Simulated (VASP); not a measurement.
**TiO2: single point with PBE**

TiO2:

```
CELL_PARAMETERS angstrom
4.64012 0.00000 0.00000
0.00000 4.64012 0.00000
0.00000 0.00000 2.96327
ATOMIC_POSITIONS crystal
Ti 0.00000 0.00000 0.50000
Ti 0.50000 0.50000 0.00000
O 0.30513 0.30513 0.50000
O 0.19487 0.80513 0.00000
O 0.80513 0.19487 0.00000
O 0.69487 0.69487 0.50000
```

```json
{"Program": "VASP 6.6.1", "Task": "single point", "Functional": "PBE", "Potentials or basis": "VASP PAW PBE potentials, release 64 (Ti_sv, O)", "Cutoff": "520 eV", "k mesh": "6 × 6 × 9", "Occupations": "fermi-dirac, width 0.05 eV", "Spin": "no spin polarisation", "Dipole correction": "no", "Further INCAR settings": "ALGO = Normal; EDIFF = 1e-06; NBANDS = 33"}
```

The pressure is 1.0 GPa and the largest force is 0.036 eV/Å. The band gap on the k mesh is 1.84 eV, direct.

Forces in eV/Å, atoms in the order of the input:
```
Ti   0.000  0.000  0.000
Ti   0.000  0.000  0.000
O   -0.026 -0.026  0.000
O    0.026 -0.026  0.000
O   -0.026  0.026  0.000
O    0.026  0.026  0.000
```

Stress tensor (GPa, compression positive):
```
0.92 0.00 0.00
0.00 0.92 0.00
0.00 0.00 1.21
```

Levels at points of the mesh, in eV from the valence-band top:
```csv
k point,band 22,band 23,band 24,band 25,band 26,band 27
"(0.00, 0.00, 0.00)",-0.43,-0.43,0.00,1.84,2.12,2.39
"(0.50, 0.00, 0.00)",-1.56,-0.71,-0.71,2.49,2.49,2.95
"(0.50, 0.50, 0.00)",-1.25,-1.04,-1.04,1.87,1.87,2.49
```

Wall time 2.4 min on 1 thread of Intel(R) Xeon(R) Platinum 8259CL CPU @ 2.50GHz (Skylake/Cascade Lake), with other jobs on the host, peak memory 0.21 GiB.

A k mesh can miss the band edges.
